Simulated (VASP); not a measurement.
# Ge2Se (R3m) in VASP: a series of runs, part 2 of 2

VASP 6.6.1. The steps go on from the part before.

**4. Single point, PBE**

This run uses another cell than the first one, of 21.35 Å³/atom.

INCAR reads:

```
PREC     = Accurate       # precision mode
ENCUT    = 520            # plane-wave cutoff, eV
EDIFF    = 1E-6           # SCF threshold, eV
ISMEAR   = 0              # smearing method
SIGMA    = 0.1            # smearing width, eV
LREAL    = False          # projectors in reciprocal space
LASPH    = True           # aspherical terms in the spheres
NELM     = 100            # most SCF steps
ALGO     = Normal         # electronic algorithm
ISIF     = 2              # what is computed and relaxed
LWAVE    = False          # write WAVECAR
LCHARG   = True           # write CHGCAR
GGA      = PE             # functional
LELF     = True           # ELF
LVHAR    = True         
NBANDS   = 24             # bands
```

KPOINTS reads:

```
regular mesh
0
Gamma
  12 12 12
```

POSCAR reads:

```
Ge2Se
1.0
    1.8368055554      1.0604801818      5.4793637604
   -1.8368055554      1.0604801818      5.4793637604
    0.0000000000     -2.1209603637      5.4793637604
Ge Se
2 1
Direct
    0.2225261432      0.2225261432      0.2225261432
    0.4464642084      0.4464642084      0.4464642084
    0.9977096485      0.9977096485      0.9977096485
```

The run is started by

```console
$ cat potpaw_PBE.64/Ge_d/POTCAR potpaw_PBE.64/Se/POTCAR > POTCAR
$ mpirun -np 1 vasp_std > vasp.out
```

It took 11 min on 1 thread of Intel Xeon Platinum 8375C at 2.90GHz (Ice Lake), shared host; peak memory 0.5 GiB.

The run converged. Its results:

```yaml
Free_energy: -12.0501 eV
Pressure: 0.1 GPa
Largest_force: 0.003 eV/Å
Band_gap_on_the_k_mesh: zero (bands 17 and 18 overlap by 3.24 eV)
```

Forces in eV/Å, atoms in the order of the input:
```
Ge   0.000  0.000 -0.003
Ge   0.000  0.000  0.003
Se   0.000  0.000 -0.001
```

Levels at points of the mesh, in eV from the Fermi level:
```tsv
k point	band 13	band 14	band 15	band 16	band 17	band 18	band 19	band 20	band 21	band 22
(0.00, 0.00, 0.00)	-8.11	-1.31	-1.31	0.36	0.72	1.75	1.75	3.87	3.87	5.75
(0.50, 0.00, 0.00)	-7.18	-5.37	-3.30	-2.54	-2.35	-0.35	1.47	2.31	6.05	6.23
(0.50, 0.50, 0.00)	-8.15	-5.71	-3.00	-2.43	-1.22	1.34	1.57	3.34	3.40	4.34
(0.50, 0.50, 0.50)	-4.65	-3.17	-1.43	-1.43	2.04	2.04	3.68	3.94	3.94	4.29
```

**5. Relaxation of cell and atoms, PBE**

This run uses another cell than the first one, of 21.37 Å³/atom.

INCAR reads:

```
  PREC = Accurate
  ENCUT = 600
  EDIFF = 1E-6
  ISMEAR = 0
  SIGMA = 0.1
  LREAL = False
  LASPH = True
  NELM = 80
  ALGO = Normal
  ISIF = 3
  LWAVE = False
  LCHARG = False
  GGA = PE
  IBRION = 2
  NSW = 100
  EDIFFG = -0.01
```

KPOINTS reads:

```
Automatic mesh
0
Gamma
  12 12 12
```

POSCAR reads:

```
Ge2Se
1.0
    1.8326635395      1.0580887878      5.5109672556
   -1.8326635395      1.0580887878      5.5109672556
    0.0000000000     -2.1161775757      5.5109672556
Ge Se
2 1
Direct
    0.2236865618      0.2236865618      0.2236865618
    0.4462613878      0.4462613878      0.4462613878
    0.9967520505      0.9967520505      0.9967520505
```

The run is started by

```console
$ cat potpaw_PBE.64/Ge_d/POTCAR potpaw_PBE.64/Se/POTCAR > POTCAR
$ mpirun -np 1 vasp_std > vasp.out
```

Wall time 48 min (1 thread of Intel Xeon Platinum 8375C at 2.90GHz (Ice Lake), shared host); peak memory 0.54 GiB.

It converged, with:

| Property | Result |
| --- | --- |
| Free energy | -12.0503 eV |
| Relaxed volume | 21.38 Å³/atom |
| Relaxed cell | a = 5.875 Å, b = 5.875 Å, c = 5.875 Å, α = 36.47°, β = 36.47°, γ = 36.47° |
| Space group after relaxing (to 0.1 Å) | R3m (No. 160) |
| Energy gained by relaxing | 0.4 meV/atom |
| Ionic steps | 14 |
| Pressure after relaxing | 0.0 GPa |
| Largest force after relaxing | 0.009 eV/Å |
| Band gap on the k mesh | zero (bands 17 and 18 overlap by 3.23 eV) |

Forces on the atoms (eV/Å):
```
Ge   0.000  0.000 -0.008
Ge   0.000  0.000  0.009
Se   0.000  0.000 -0.002
```

The path:
```
step  energy change (eV)  largest force (eV/Å)  pressure (GPa)  volume (Å³)
   1              0.0000                0.0808            0.01        64.12
   2             -0.0004                0.0511           -0.13        64.13
   3             -0.0007                0.0295           -0.18        64.14
   4             -0.0006                0.0459           -0.35        64.16
   5             -0.0007                0.0220            0.02        64.15
   6             -0.0010                0.0134           -0.10        64.19
   7             -0.0011                0.0052           -0.11        64.23
   8             -0.0011                0.0062           -0.26        64.24
   9             -0.0012                0.0115           -0.10        64.16
  10             -0.0012                0.0130            0.09        64.14
  11             -0.0012                0.0120           -0.14        64.16
  12             -0.0012                0.0123            0.02        64.15
  13             -0.0012                0.0123            0.00        64.15
  14             -0.0012                0.0094            0.02        64.15
```

Final structure:
```xyz
3
Lattice="1.8385 1.0614 5.4786 -1.8385 1.0614 5.4786 0.0000 -2.1229 5.4786" Properties=species:S:1:pos:R:3 pbc="T T T"
Ge    0.0000    0.0000    3.6576
Ge    0.0000    0.0000    7.3373
Se    0.0000    0.0000   16.3985
```

Levels at points of the mesh, in eV from the Fermi level:
| k point | band 14 | band 15 | band 16 | band 17 | band 18 | band 19 | band 20 | band 21 |
| --- | --- | --- | --- | --- | --- | --- | --- | --- |
| (0.00, 0.00, 0.00) | -1.32 | -1.32 | 0.35 | 0.71 | 1.74 | 1.74 | 3.85 | 3.85 |
| (0.50, 0.00, 0.00) | -5.36 | -3.30 | -2.55 | -2.34 | -0.35 | 1.47 | 2.31 | 6.05 |
| (0.50, 0.50, 0.00) | -5.70 | -3.01 | -2.43 | -1.21 | 1.34 | 1.57 | 3.34 | 3.40 |
| (0.50, 0.50, 0.50) | -3.16 | -1.44 | -1.44 | 2.03 | 2.03 | 3.66 | 3.93 | 3.93 |

**6. Summary**

| task | cell | k mesh | cutoff (eV) | gap on the mesh (eV) | pressure (GPa) | largest force (eV/Å) |
| --- | --- | --- | --- | --- | --- | --- |
| single point | a = 6.565 Å, angles 28.7°, 3 atoms, atomic positions A | 6 × 6 × 6 | 520 | none | 28.7 | 4.68 |
| single point | a = 5.903 Å, angles 36.2°, 3 atoms, atomic positions B | 6 × 6 × 6 | 520 | none | 0.0 | - |
| single point | a = 5.876 Å, angles 36.4°, 3 atoms, atomic positions C | 12 × 12 × 12 | 520 | none | 0.1 | - |
| relaxation of cell and atoms | relaxed from a = 5.903 Å, angles 36.2°, 3 atoms, atomic positions B | 12 × 12 × 12 | 600 | none | 0.0 | 0.01 |

Alike in all rows: level PBE; potentials or basis VASP PAW PBE potentials, release 64 (Ge_d, Se); no spin polarisation; smearing gaussian 0.1 eV.

Caveats: some runs use coarse meshes; forces of over 1 eV/Å act on the atoms, so gaps and moduli don't describe the material at rest (at least some runs).

Total energies depend on the potentials used, so only differences within one code and one set of settings carry meaning.
